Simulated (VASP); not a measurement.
# Zr (P6/mmm) in VASP: notebook

Zr is run at these levels: PBEsol; tasks: single point.

Everything below comes from runs of VASP 6.6.1. Logs are shortened: lines on timing, memory, paths and dates and some standing lists are left out, and cuts for length are marked.

**1. The cell of the first run**

Symmetry: P6/mmm, No. 191, hexagonal system. The conventional cell has a = 4.970 Å, b = 4.970 Å, c = 3.120 Å, α = 90.00°, β = 90.00°, γ = 120.00°. Zr (site symmetry 6/mmm) has 14 Zr at 3.12 to 3.27 Å within 4.1 Å. Zr (site symmetry -6m2) has 11 Zr at 2.87 to 3.27 Å within 3.8 Å.

**2. Single point, PBEsol**

Contents of INCAR:

```
  ALGO = Normal
  EDIFF = 1E-7
  ENCUT = 520
  GGA = PS
  ISIF = 2
  ISMEAR = 0
  LASPH = T
  LCHARG = F
  LREAL = F
  LWAVE = F
  NBANDS = 25
  NELM = 100
  PREC = Accurate
  SIGMA = 0.1
```

Contents of KPOINTS:

```
k-points
0
Gamma
  6 6 6
```

Contents of POSCAR:

```
Zr
1.0
    4.9695705052      0.0000000000      0.0000000000
   -2.4847852526      4.3037743034      0.0000000000
    0.0000000000      0.0000000000      3.1199092101
Zr
3
Direct
    0.0000000000      0.0000000000      0.0000000000
    0.3333333333      0.6666666667      0.5000000000
    0.6666666667      0.3333333333      0.5000000000
```

Potentials or basis: VASP PAW PBE potentials, release 64 (Zr_sv).

Launch:

```bash
cat potpaw_PBE.64/Zr_sv/POTCAR > POTCAR
mpirun -np 1 vasp_std > vasp.out
```

OUTCAR:

```text
EDIFF = 1E-7
   ENCUT = 520
   GGA = PS
   ISIF = 2
   ISMEAR = 0
   LASPH = T
   LREAL = F
   NELM = 100
   PREC = Accurate

 ion  position               nearest neighbor table
   1  0.000  0.000  0.000-   2 3.27   3 3.27   2 3.27   3 3.27   2 3.27   2 3.27   3 3.27   3 3.27
                             3 3.27   3 3.27   2 3.27   2 3.27
   2  0.333  0.667  0.500-   3 2.87   3 2.87   3 2.87   1 3.27   1 3.27   1 3.27   1 3.27   1 3.27
                             1 3.27
   3  0.667  0.333  0.500-   2 2.87   2 2.87   2 2.87   1 3.27   1 3.27   1 3.27   1 3.27   1 3.27
                             1 3.27

  LATTYP: Found a hexagonal cell.
 ALAT       =     4.9695705052
 C/A-ratio  =     0.6278025851

  Lattice vectors:

 A1 = (   4.9695705052,   0.0000000000,   0.0000000000)
 A2 = (  -2.4847852526,   4.3037743034,   0.0000000000)
 A3 = (   0.0000000000,   0.0000000000,   3.1199092101)

Analysis of symmetry for initial positions (statically):
=====================================================================
 Subroutine PRICEL returns:
 Original cell was already a primitive cell.

 Routine SETGRP: Setting up the symmetry group for a
 hexagonal supercell.

 Subroutine GETGRP returns: Found 24 space group operations
 (whereof 24 operations were pure point group operations)
 out of a pool of 24 trial point group operations.

The static configuration has the point symmetry D_6h.

Analysis of symmetry for dynamics (positions and initial velocities):
=====================================================================
 Subroutine PRICEL returns:
 Original cell was already a primitive cell.

 Routine SETGRP: Setting up the symmetry group for a
 hexagonal supercell.

 Subroutine GETGRP returns: Found 24 space group operations
 (whereof 24 operations were pure point group operations)
 out of a pool of 24 trial point group operations.

The dynamic configuration has the point symmetry D_6h.

 Subroutine INISYM returns: Found 24 space group operations
 (whereof 24 operations are pure point group operations),
 and found     1 'primitive' translations

----------------------------------------------------------------------------------------

                                     Primitive cell

  volume of cell :      66.7283

  direct lattice vectors                    reciprocal lattice vectors
     4.969570505  0.000000000  0.000000000     0.201224633  0.116177096  0.000000000
    -2.484785253  4.303774303  0.000000000     0.000000000  0.232354192  0.000000000
     0.000000000  0.000000000  3.119909210     0.000000000  0.000000000  0.320522147

  length of vectors
     4.969570505  4.969570505  3.119909210     0.232354192  0.232354192  0.320522147

  position of ions in fractional coordinates (direct lattice)
     0.000000000  0.000000000  0.000000000
     0.333333333  0.666666667  0.500000000
     0.666666667  0.333333333  0.500000000

  ion indices of the primitive-cell ions
   primitive index   ion index
                 1           1
                 2           2
                 3           3

----------------------------------------------------------------------------------------

 KPOINTS: k-points

Automatic generation of k-mesh.
 Grid dimensions read from file:
 generate k-points for:    6    6    6

 Generating k-lattice:

  Cartesian coordinates                     Fractional coordinates (reciprocal lattice)
     0.033537439  0.019362849  0.000000000     0.166666667  0.000000000  0.000000000
     0.000000000  0.038725699  0.000000000     0.000000000  0.166666667  0.000000000
     0.000000000  0.000000000  0.053420358     0.000000000  0.000000000  0.166666667

  Length of vectors
     0.038725699  0.038725699  0.053420358

  Shift w.r.t. Gamma in fractional coordinates (k-lattice)
     0.000000000  0.000000000  0.000000000

 Subroutine IBZKPT returns following result:
 ===========================================

 Found     28 irreducible k-points:

 Following reciprocal coordinates:
            Coordinates               Weight
  0.000000  0.000000  0.000000      1.000000
  0.166667  0.000000  0.000000      6.000000
  0.333333  0.000000  0.000000      6.000000
  0.500000  0.000000  0.000000      3.000000
  0.166667  0.166667  0.000000      6.000000
  0.333333  0.166667  0.000000     12.000000
[... 16 lines left out ...]
  0.166667  0.000000  0.500000      6.000000
  0.333333  0.000000  0.500000      6.000000
 [... further k-points ...]
   k-points           NKPTS =     28   k-points in BZ     NKDIM =     28   number of bands    NBANDS=     25
   number of dos      NEDOS =    301   number of ions     NIONS =      3
   total plane-waves  NPLWV =  38400
   dimension x,y,z NGX =    40 NGY =   40 NGZ =   24
   dimension x,y,z NGXF=    80 NGYF=   80 NGZF=   48
   ions per type =               3
   NGX,Y,Z   is equivalent  to a cutoff of  13.38, 13.38, 12.79 a.u.
   NGXF,Y,Z  is equivalent  to a cutoff of  26.76, 26.76, 25.58 a.u.
 SYSTEM =  unknown system
   PREC   = accura    normal or accurate (medium, high low for compatibility)
   ISTART =      0    job   : 0-new  1-cont  2-samecut
   ICHARG =      2    charge: 1-file 2-atom 10-const
   ISPIN  =      1    spin polarized calculation?
   LNONCOLLINEAR =      F non collinear calculations
   LSORBIT =      F    spin-orbit coupling
   LASPH  =      T    aspherical Exc in radial PAW
   ENCUT  =  520.0 eV  38.22 Ry    6.18 a.u.   9.24  9.24  5.80*2*pi/ulx,y,z
   NELM   =    100;   NELMIN=  2; NELMDL= -5     # of ELM steps
   EDIFF  = 0.1E-06   stopping-criterion for ELM
   LREAL  =      F    real-space projection
   EDIFFG = 0.1E-05   stopping-criterion for IOM
   NSW    =      0    number of steps for IOM
   IBRION =     -1    ionic relax: 0-MD 1-quasi-New 2-CG
   NFREE  =      0    steps in history (QN), initial steepest desc. (CG)
   ISIF   =      2    stress and relaxation
   ISYM   =      2    0-nonsym 1-usesym 2-fastsym
   POTIM  = 0.5000    time-step for ionic-motion
   TEBEG  =    0.0;   TEEND  =   0.0 temperature during run
   PSTRESS=    0.0 pullay stress
   NELECT =      36.0000    total number of electrons
   NUPDOWN=      -1.0000    fix difference up-down
   EMIN   =  10.00;   EMAX   =-10.00  energy-range for DOS
   EFERMI =   0.00;   METHOD = LEGACY
   ISMEAR =     0;   SIGMA  =   0.10  broadening in eV -4-tet -1-fermi 0-gaus
   EFERMI_NEDOS =   21; number of points for ismear=-14 and -15
   IALGO  =     38    algorithm
   IMIX   =      4    mixing-type and parameters
     AMIX     =   0.40;   BMIX     =  1.00
     AMIX_MAG =   1.60;   BMIX_MAG =  1.00
  volume/ion in A,a.u.               =      22.24       150.10
  Fermi-wavevector in a.u.,A,eV,Ry     =   1.332720  2.518476 24.165885  1.776142
  Thomas-Fermi vector in A             =   2.461633
   LORBIT       =      0    0 simple, 1 ext, 2 COOP (PROOUT), +10 PAW based schemes
   GGA     = PS    functional components
   LHFCALC =     F    Hartree Fock is set to
   AEXX    =    0.0000 exact exchange contribution
   IVDW    =     0    specifies the selected vdW correction
   LEPSILON=     F    determine dielectric tensor
   LRPA    =     F    only Hartree local field effects (RPA)
 non-spin polarized calculation
 Gauss-broadening in eV      SIGMA  =   0.10
  energy-cutoff  :      520.00
  volume of cell :       66.73
 maximum number of plane-waves:      1818
 NGX is ok and might be reduce to    40
   NGX = 19   NGY = 19   NGZ = 11

 number of electron      36.0000000 magnetization

 Free energy of the ion-electron system (eV)
  ---------------------------------------------------
  ext. energy  EPLUGINS =         0.00000000
  ---------------------------------------------------
  free energy    TOTEN  =       -27.27641829 eV

  energy without entropy =      -27.26210296  energy(sigma->0) =      -27.26926062

 E-fermi :   9.1975     XC(G=0): -11.4111

 val. band max:        9.1788976062   @ k =   0.3333   0.1667   0.3333
 cond. band min:       9.2001733015   @ k =   0.3333   0.1667   0.0000
 fundamental gap:      0.0212756953
 Fermi energy:         9.1974991171

 k-point     1 :       0.0000    0.0000    0.0000
  band No.  band energies     occupation
      1     -39.4514      2.00000
      2     -39.1752      2.00000
      3     -38.9521      2.00000
      4     -17.6630      2.00000
      5     -17.6630      2.00000
      6     -17.6358      2.00000
[... 17 lines left out ...]
     24      11.4922      0.00000
     25      11.5625      0.00000

 k-point     2 :       0.1667    0.0000    0.0000
  band No.  band energies     occupation
      1     -39.4452      2.00000
      2     -39.1673      2.00000
      3     -38.9672      2.00000
      4     -17.8259      2.00000
      5     -17.7718      2.00000
      6     -17.4640      2.00000
[... 17 lines left out ...]
     24      11.2463      0.00000
     25      12.3591      0.00000

 k-point     3 :       0.3333    0.0000    0.0000
  band No.  band energies     occupation
      1     -39.4335      2.00000
      2     -39.1425      2.00000
      3     -39.0054      2.00000
      4     -17.9502      2.00000
      5     -17.7287      2.00000
      6     -17.3272      2.00000
[... 17 lines left out ...]
     24      12.0946      0.00000
     25      12.8069      0.00000

 k-point     4 :       0.5000    0.0000    0.0000
  band No.  band energies     occupation
      1     -39.4280      2.00000
      2     -39.1198      2.00000
      3     -39.0345      2.00000
      4     -17.9949      2.00000
      5     -17.5831      2.00000
      6     -17.4611      2.00000
[... 17 lines left out ...]
     24      11.7440      0.00000
     25      13.0167      0.00000
[... 477 lines left out ...]
 k-point    22 :       0.0000    0.0000    0.5000
  band No.  band energies     occupation
      1     -39.3625      2.00000
      2     -39.1341      2.00000
      3     -38.8899      2.00000
      4     -17.7211      2.00000
      5     -17.6206      2.00000
      6     -17.5704      2.00000
[... 17 lines left out ...]
     24      13.6704      0.00000
     25      14.5528      0.00000

 k-point    23 :       0.1667    0.0000    0.5000
  band No.  band energies     occupation
      1     -39.3624      2.00000
      2     -39.1200      2.00000
      3     -38.9047      2.00000
      4     -17.7528      2.00000
      5     -17.6858      2.00000
      6     -17.5917      2.00000
[... 17 lines left out ...]
     24      13.5992      0.00000
     25      13.7517      0.00000

 k-point    24 :       0.3333    0.0000    0.5000
  band No.  band energies     occupation
      1     -39.3623      2.00000
      2     -39.0833      2.00000
      3     -38.9424      2.00000
      4     -17.8347      2.00000
      5     -17.7511      2.00000
      6     -17.6310      2.00000
[... 17 lines left out ...]
     24      13.3845      0.00000
     25      13.4563      0.00000

 [... further k-points ...]
[... 5 lines left out ...]
  --------------------------------------------------------------------------------------
  -------------------------------------------------------------------------------------
  Total       -0.0729628     -0.0729628     -0.0361045     -0.0000000      0.0000000      0.0000000
  in kB       -1.7518687     -1.7518687     -0.8668850     -0.0000000      0.0000000      0.0000000
  external PRESSURE =      -1.4568741 kB  Pullay stress =       0.0000000 kB

 VOLUME and BASIS-vectors are now :
 -----------------------------------------------------------------------------
  energy-cutoff  :      520.00
  volume of cell :       66.73
      direct lattice vectors                 reciprocal lattice vectors
     4.969570505  0.000000000  0.000000000     0.201224633  0.116177096  0.000000000
    -2.484785253  4.303774303  0.000000000     0.000000000  0.232354192  0.000000000
     0.000000000  0.000000000  3.119909210     0.000000000  0.000000000  0.320522147

 POSITION                                       TOTAL-FORCE (eV/Angst)
 -----------------------------------------------------------------------------------
      0.00000      0.00000      0.00000         0.000000      0.000000     -0.000000
     -0.00000      2.86918      1.55995        -0.000000      0.000000      0.000000
      2.48479      1.43459      1.55995         0.000000      0.000000     -0.000000
 -----------------------------------------------------------------------------------
    total drift:                                0.000000      0.000000      0.000000

  FREE ENERGIE OF THE ION-ELECTRON SYSTEM (eV)
  ---------------------------------------------------
  free  energy   TOTEN  =       -27.2764182857 eV

  energy  without entropy=      -27.2621029582  energy(sigma->0) =      -27.26926062
```

Wall time 51 s (1 thread of Intel Xeon Platinum 8259CL at 2.50GHz (Skylake/Cascade Lake), shared host); peak memory 0.19 GiB.

Results:

* Free energy: -27.2764 eV
* Pressure: -0.1 GPa
* Band gap on the k mesh: zero (band 18 reaches 9.50 eV, above the bottom of band 19 at 9.09 eV)

Caveat: the PAW data sets were made with another functional, which shifts forces and pressure a little.

**3. Single point, PBEsol**

This run uses another cell than the first one, of 27.30 Å³/atom, 1.228 times its volume.

Contents of INCAR:

```
SYSTEM = Zr
ALGO = Normal ; EDIFF = 1E-6
ENCUT = 520 ; GGA = PS
ISIF = 2 ; ISMEAR = 0
LASPH = .TRUE. ; LCHARG = .FALSE.
LREAL = .FALSE. ; LWAVE = .FALSE.
NBANDS = 25 ; NELM = 100
PREC = Accurate ; SIGMA = 0.1
```

Contents of KPOINTS:

```
k-points
0
G
  6 6 6
  0 0 0
```

Contents of POSCAR:

```
Zr
1.0
    5.3634298198      0.0000000000      0.0000000000
   -2.6817149099      4.6448664754      0.0000000000
    0.0000000000      0.0000000000      3.2880156722
Zr
3
Direct
    0.0000000000      0.0000000000      0.0000000000
    0.3333333333      0.6666666667      0.5000000000
    0.6666666667      0.3333333333      0.5000000000
```

Potentials or basis: VASP PAW PBE potentials, release 64 (Zr_sv).

Launch:

```bash
cat potpaw_PBE.64/Zr_sv/POTCAR > POTCAR
mpirun -np 1 vasp_std > vasp.out
```

Wall time 44 s (1 thread of Intel Xeon Platinum 8259CL at 2.50GHz (Skylake/Cascade Lake), shared host); peak memory 0.2 GiB.

It converged, with:

```yaml
Free_energy: -26.4635 eV
Pressure: -14.5 GPa
Band_gap_on_the_k_mesh: zero (band 18 reaches 7.14 eV, above the bottom of band 19 at 6.77 eV)
```

Stress tensor (GPa, compression positive):
```
-15.13   0.00   0.00
  0.00 -15.13   0.00
  0.00   0.00 -13.15
```

Levels at points of the mesh, in eV from the Fermi level:
```
           k point  band 15  band 16  band 17  band 18  band 19  band 20  band 21  band 22
(0.00, 0.00, 0.00)    -0.51    -0.51    -0.44    -0.44    -0.28     0.64     1.41     1.41
(0.50, 0.00, 0.00)    -2.47    -0.40    -0.37    -0.35     0.10     0.52     1.00     1.22
(0.00, 0.00, 0.50)    -1.85    -1.43    -1.43    -1.36     1.05     1.05     1.35     1.35
(0.50, 0.00, 0.50)    -1.47    -1.06    -0.51    -0.43     0.40     0.70     0.88     1.12
```

Caveat: the PAW data sets were made with another functional, which shifts forces and pressure a little.
